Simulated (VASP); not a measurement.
A run of VASP 6.6.1:

The input INCAR:

```
SYSTEM = MgSi3N
PREC = Accurate
ENCUT = 520
EDIFF = 1E-6
ISMEAR = 0
SIGMA = 0.1
LREAL = .False.
LASPH = .True.
NELM = 60
ALGO = Normal
ISIF = 2
LWAVE = .False.
LCHARG = .False.
GGA = PE
NBANDS = 18
```

KPOINTS

```
Automatic mesh
0
Gamma
  6 6 4
  0 0 0
```

Contents of POSCAR:

```
MgSi3N
1.0
    5.0127787553      0.0000000000      0.0000000000
   -2.5063893776      4.3411937456      0.0000000000
    0.0000000000      0.0000000000      3.9848703625
Mg Si N
1 3 1
Direct
    0.0000000000      0.0000000000      0.0000000000
    0.5000000000      0.0000000000      0.5000000000
    0.0000000000      0.5000000000      0.5000000000
    0.5000000000      0.5000000000      0.5000000000
    0.0000000000      0.0000000000      0.5000000000
```

Potentials or basis: VASP PAW PBE potentials, release 64 (Mg, Si, N).

The run is started by

```sh
$ cat potpaw_PBE.64/Mg/POTCAR potpaw_PBE.64/Si/POTCAR potpaw_PBE.64/N/POTCAR > POTCAR
$ mpirun -np 1 vasp_std > vasp.out
```

Hardware: 1 thread of Intel(R) Xeon(R) 6975P-C (Granite Rapids) (shared host).

Q: How long does it take, and how much memory?

A: Wall time 18 s on 1 thread of Intel(R) Xeon(R) 6975P-C (Granite Rapids) (shared host), peak memory 0.21 GiB. Counts: scf iterations 14, k points 21.
